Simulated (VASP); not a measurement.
# SnSe (Fm-3m) in VASP: notebook, part 3 of 3

VASP 6.6.1. The steps go on from the part before.

### 5 Electric field gradients, LDA (volume scaled by 1.02)

The input, INCAR:

```
SYSTEM = SnSe
ALGO = Normal ; EDIFF = 1E-8
ENCUT = 520 ; ISIF = 2
ISMEAR = -1 ; LASPH = .True.
LCHARG = .False. ; LEFG = .True.
LREAL = .False. ; LWAVE = .False.
NBANDS = 17 ; NELM = 60
PREC = Accurate ; SIGMA = 0.02
```

The input, KPOINTS:

```
k-points
0
Gamma
  9 9 9
  0 0 0
```

The input, POSCAR:

```
SnSe
1.0
    0.0000000000      3.0299343558      3.0299343558
    3.0299343558      0.0000000000      3.0299343558
    3.0299343558      3.0299343558      0.0000000000
Sn Se
1 1
Direct
    0.0000000000      0.0000000000      0.0000000000
    0.5000000000      0.5000000000      0.5000000000
```

Potentials or basis: VASP PAW LDA potentials, release 64 (Sn_d, Se).

Launch:

```sh
$ cat potpaw_LDA.64/Sn_d/POTCAR potpaw_LDA.64/Se/POTCAR > POTCAR
$ mpirun -np 1 vasp_std > vasp.out
```

OUTCAR:

```text
SYSTEM = SnSe
   EDIFF = 1E-8
   ENCUT = 520
   ISIF = 2
   ISMEAR = -1
   LASPH = .True.
   LREAL = .False.
   NELM = 60
   PREC = Accurate

 ion  position               nearest neighbor table
   1  0.000  0.000  0.000-   2 3.03   2 3.03   2 3.03   2 3.03   2 3.03   2 3.03
   2  0.500  0.500  0.500-   1 3.03   1 3.03   1 3.03   1 3.03   1 3.03   1 3.03

  LATTYP: Found a face centered cubic cell.
 ALAT       =     6.0598687116

  Lattice vectors:

 A1 = (   0.0000000000,   3.0299343558,   3.0299343558)
 A2 = (   3.0299343558,   0.0000000000,   3.0299343558)
 A3 = (   3.0299343558,   3.0299343558,   0.0000000000)

Analysis of symmetry for initial positions (statically):
=====================================================================
 Subroutine PRICEL returns:
 Original cell was already a primitive cell.

 Routine SETGRP: Setting up the symmetry group for a
 face centered cubic supercell.

 Subroutine GETGRP returns: Found 48 space group operations
 (whereof 48 operations were pure point group operations)
 out of a pool of 48 trial point group operations.

The static configuration has the point symmetry O_h .

Analysis of symmetry for dynamics (positions and initial velocities):
=====================================================================
 Subroutine PRICEL returns:
 Original cell was already a primitive cell.

 Routine SETGRP: Setting up the symmetry group for a
 face centered cubic supercell.

 Subroutine GETGRP returns: Found 48 space group operations
 (whereof 48 operations were pure point group operations)
 out of a pool of 48 trial point group operations.

The dynamic configuration has the point symmetry O_h .
[... 156 lines left out ...]
      2     -16.2942      2.00000
      3     -16.2932      2.00000
      4     -16.2932      2.00000
      5     -16.2932      2.00000
      6      -8.5294      2.00000
[... 457 lines left out ...]
      4     -16.2772      2.00000
      5     -16.2772      2.00000
      6      -7.4174      2.00000
[... 9 lines left out ...]
     16      16.6140      0.00000
     17      17.7164      0.00000

 [... further k-points ...]

------------------------ aborting loop because EDIFF is reached ----------------------------------------

  FORCE on cell =-STRESS in cart. coord.  units (eV):
  Direction    XX          YY          ZZ          XY          YZ          ZX
  --------------------------------------------------------------------------------------
  -------------------------------------------------------------------------------------
  Total       -1.4077854     -1.4077854     -1.4077854     -0.0000000      0.0000000      0.0000000
  in kB      -40.5431411    -40.5431411    -40.5431411     -0.0000000      0.0000000      0.0000000
  external PRESSURE =     -40.5431411 kB  Pullay stress =       0.0000000 kB

 VOLUME and BASIS-vectors are now :
 -----------------------------------------------------------------------------
  energy-cutoff  :      520.00
  volume of cell :       55.63
      direct lattice vectors                 reciprocal lattice vectors
     0.000000000  3.029934356  3.029934356    -0.165020077  0.165020077  0.165020077
     3.029934356  0.000000000  3.029934356     0.165020077 -0.165020077  0.165020077
     3.029934356  3.029934356  0.000000000     0.165020077  0.165020077 -0.165020077

 POSITION                                       TOTAL-FORCE (eV/Angst)
 -----------------------------------------------------------------------------------
      0.00000      0.00000      0.00000         0.000000      0.000000     -0.000000
      3.02993      3.02993      3.02993        -0.000000     -0.000000      0.000000
 -----------------------------------------------------------------------------------
    total drift:                                0.000000     -0.000000     -0.000000

  FREE ENERGIE OF THE ION-ELECTRON SYSTEM (eV)
  ---------------------------------------------------
  free  energy   TOTEN  =        -9.4450047030 eV

  energy  without entropy=       -9.4450046929  energy(sigma->0) =       -9.44500470

 Electric field gradients (V/A^2)
---------------------------------------------------------------------
 ion       V_xx      V_yy      V_zz      V_xy      V_xz      V_yz
---------------------------------------------------------------------
   1      -0.000    -0.000     0.000     0.001     0.001     0.001
   2      -0.000     0.000     0.000    -0.000    -0.000    -0.000
---------------------------------------------------------------------

 Electric field gradients after diagonalization (V/A^2)
 (convention: |V_zz| > |V_xx| > |V_yy|)
----------------------------------------------------------------------
 ion       V_xx      V_yy      V_zz     asymmetry (V_yy - V_xx)/ V_zz
----------------------------------------------------------------------
   1      -0.001    -0.001     0.002       0.000
   2       0.000     0.000    -0.000       0.000
----------------------------------------------------------------------

           NMR quadrupolar parameters

 Cq : quadrupolar parameter    Cq=e*Q*V_zz/h
 eta: asymmetry parameters     (V_yy - V_xx)/ V_zz
 Q  : nuclear electric quadrupole moment in mb (millibarn)
----------------------------------------------------------------------
 ion       Cq(MHz)       eta       Q (mb)
----------------------------------------------------------------------
   1       0.000       0.000       1.000
   2      -0.000       0.000       1.000
----------------------------------------------------------------------
```

OSZICAR:

```text
N       E                     dE             d eps       ncg     rms          rms(c)
DAV:   1     0.132603623373E+03    0.13260E+03   -0.97793E+03  1190   0.145E+03
DAV:   2     0.365794335745E+01   -0.12895E+03   -0.12540E+03  1266   0.348E+02
DAV:   3    -0.930431339770E+01   -0.12962E+02   -0.12868E+02  1419   0.957E+01
DAV:   4    -0.964261855650E+01   -0.33831E+00   -0.33802E+00  1442   0.163E+01
DAV:   5    -0.965123871112E+01   -0.86202E-02   -0.86199E-02  1684   0.259E+00    0.303E+00
DAV:   6    -0.945258786777E+01    0.19865E+00   -0.50819E-01  1722   0.408E+00    0.178E+00
DAV:   7    -0.944670897450E+01    0.58789E-02   -0.67406E-02  1404   0.115E+00    0.895E-01
DAV:   8    -0.944524032438E+01    0.14687E-02   -0.73253E-03  1424   0.702E-01    0.101E-01
DAV:   9    -0.944499316857E+01    0.24716E-03   -0.14498E-03  1649   0.263E-01    0.438E-02
DAV:  10    -0.944500422159E+01   -0.11053E-04   -0.10121E-04  1381   0.571E-02    0.825E-03
DAV:  11    -0.944500473011E+01   -0.50852E-06   -0.46031E-06  1576   0.145E-02    0.271E-03
DAV:  12    -0.944500470298E+01    0.27129E-07   -0.39086E-07  1616   0.877E-03    0.803E-04
DAV:  13    -0.944500470297E+01    0.12278E-10   -0.47524E-08  1432   0.123E-03
   1 F= -.94450047E+01 E0= -.94450047E+01  d E =-.100737E-07
```

Wall time 12 s (1 thread of Intel Xeon 6975P-C, shared host); peak memory 0.17 GiB.

What came out:

```yaml
Free_energy: -9.4450 eV
Pressure: -4.1 GPa
```

Caveat: without QUAD_EFG the Cq values of the log hold for a quadrupole moment of 1 mb, not for the nuclei.

### 6 Electric field gradients, LDA (volume scaled by 1.02)

The input, INCAR:

```
SYSTEM = SnSe
PREC = Accurate ; ENCUT = 520
EDIFF = 1E-8 ; ISMEAR = -1
SIGMA = 0.02 ; LREAL = .FALSE.
LASPH = .TRUE. ; NELM = 100
ALGO = Normal ; ISIF = 2
LWAVE = .FALSE. ; LCHARG = .FALSE.
GGA = CA ; LEFG = .TRUE.
NBANDS = 17
```

The input, KPOINTS:

```
Automatic mesh
0
G
  9 9 9
  0 0 0
```

POSCAR is that of step 5.

Potentials or basis: VASP PAW LDA potentials, release 64 (Sn_d, Se).

Launch:

```sh
$ cat potpaw_LDA.64/Sn_d/POTCAR potpaw_LDA.64/Se/POTCAR > POTCAR
$ mpirun -np 1 vasp_std > vasp.out
```

OUTCAR:

```text
SYSTEM = SnSe
   PREC = Accurate
   ENCUT = 520
   EDIFF = 1E-8
   ISMEAR = -1
   LREAL = .FALSE.
   LASPH = .TRUE.
   NELM = 100
   ISIF = 2
   GGA = CA

 ion  position               nearest neighbor table
   1  0.000  0.000  0.000-   2 3.03   2 3.03   2 3.03   2 3.03   2 3.03   2 3.03
   2  0.500  0.500  0.500-   1 3.03   1 3.03   1 3.03   1 3.03   1 3.03   1 3.03

  LATTYP: Found a face centered cubic cell.
 ALAT       =     6.0598687116

  Lattice vectors:

 A1 = (   0.0000000000,   3.0299343558,   3.0299343558)
[... 692 lines left out ...]
  ---------------------------------------------------
  free  energy   TOTEN  =        -9.4450047030 eV

  energy  without entropy=       -9.4450046929  energy(sigma->0) =       -9.44500470

 Electric field gradients (V/A^2)
---------------------------------------------------------------------
 ion       V_xx      V_yy      V_zz      V_xy      V_xz      V_yz
---------------------------------------------------------------------
   1      -0.000    -0.000     0.000     0.001     0.001     0.001
   2      -0.000     0.000     0.000    -0.000    -0.000    -0.000
---------------------------------------------------------------------

 Electric field gradients after diagonalization (V/A^2)
 (convention: |V_zz| > |V_xx| > |V_yy|)
----------------------------------------------------------------------
 ion       V_xx      V_yy      V_zz     asymmetry (V_yy - V_xx)/ V_zz
----------------------------------------------------------------------
   1      -0.001    -0.001     0.002       0.000
   2       0.000     0.000    -0.000       0.000
----------------------------------------------------------------------

           NMR quadrupolar parameters

 Cq : quadrupolar parameter    Cq=e*Q*V_zz/h
 eta: asymmetry parameters     (V_yy - V_xx)/ V_zz
 Q  : nuclear electric quadrupole moment in mb (millibarn)
----------------------------------------------------------------------
 ion       Cq(MHz)       eta       Q (mb)
----------------------------------------------------------------------
   1       0.000       0.000       1.000
   2      -0.000       0.000       1.000
----------------------------------------------------------------------
```

stdout:

```text
POSCAR found type information on POSCAR SnSe
 POSCAR found :  2 types and       2 ions
 scaLAPACK will be used
 LDA part: xc-table for (Slater(with rela. corr.)+CA(PZ))
 , standard interpolation
 POSCAR, INCAR and KPOINTS ok, starting setup
 FFT: planning ... GRIDC
 FFT: planning ... GRID_SOFT
 FFT: planning ... GRID
 WAVECAR not read
 entering main loop
ion   1

ion   2
```

Wall time 13 s (1 thread of Intel Xeon 6975P-C, shared host); peak memory 0.17 GiB.

What came out:

```yaml
Free_energy: -9.4450 eV
Pressure: -4.1 GPa
```

Caveat: without QUAD_EFG the Cq values of the log hold for a quadrupole moment of 1 mb, not for the nuclei.

### 7 Overview

| cell | pressure (GPa) |
| --- | --- |
| a = 4.199 Å, angles 60.0°, 2 atoms | -1.1 |
| a = 4.243 Å, angles 60.0°, 2 atoms | -2.7 |
| a = 4.285 Å, angles 60.0°, 2 atoms | -4.1 |

Alike in all rows: task electric field gradients; level LDA; potentials or basis VASP PAW LDA potentials, release 64 (Sn_d, Se); no spin polarisation; k mesh 9 × 9 × 9; cutoff (eV) 520; smearing fermi-dirac 0.02 eV.

Total energies depend on the potentials used, so only differences within one code and one set of settings carry meaning.
